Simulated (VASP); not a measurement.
## NaTeO3: single point with LDA

Crystal: NaTeO3.

```xyz
5
Lattice="3.9983 0.0000 0.0000 0.0000 3.9983 0.0000 0.0000 0.0000 3.9983" Properties=species:S:1:pos:R:3 pbc="T T T"
Na    0.0000    0.0000    0.0000
Te    1.9991    1.9991    1.9991
O     1.9991    1.9991    0.0000
O     0.0000    1.9991    1.9991
O     1.9991    0.0000    1.9991
```

```json
{
  "Program": "VASP 6.6.1",
  "Task": "single point",
  "Functional": "LDA",
  "Potentials or basis": "VASP PAW LDA potentials, release 64 (Na_pv, Te, O)",
  "Cutoff": "520 eV",
  "k mesh": "4 × 4 × 4",
  "Occupations": "fermi-dirac, width 0.1 eV",
  "Spin": "no spin polarisation",
  "Dipole correction": "no",
  "Further INCAR settings": "ALGO = Normal; EDIFF = 1e-06; NBANDS = 24"
}
```

* Pressure: 0.0 GPa

Levels at points of the mesh, in eV from the Fermi level:
```tsv
k point	band 11	band 12	band 13	band 14	band 15	band 16	band 17	band 18	band 19	band 20
(0.00, 0.00, 0.00)	-3.50	-3.50	-3.50	-3.28	-3.28	-3.28	2.59	8.53	8.53	8.67
(0.50, 0.00, 0.00)	-3.86	-3.86	-3.63	-3.39	-3.39	-0.45	4.62	5.56	6.02	7.51
(0.50, 0.50, 0.00)	-4.48	-4.48	-3.83	-3.83	-2.18	1.95	3.31	3.31	6.44	6.49
(0.50, 0.50, 0.50)	-4.66	-4.66	-2.16	-2.16	-2.16	1.86	1.86	1.86	4.12	4.84
```

Wall time 7.7 s on 1 thread of Intel(R) Xeon(R) 6975P-C (Granite Rapids), on a shared host, peak memory 0.15 GiB.

Caveat: the k points lie up to 0.39 Å⁻¹ apart; spin-orbit coupling is left out, which moves the levels of the heavy elements; an odd number of electrons without spin polarisation forces a metal; a magnetic or distorted state may lie lower.
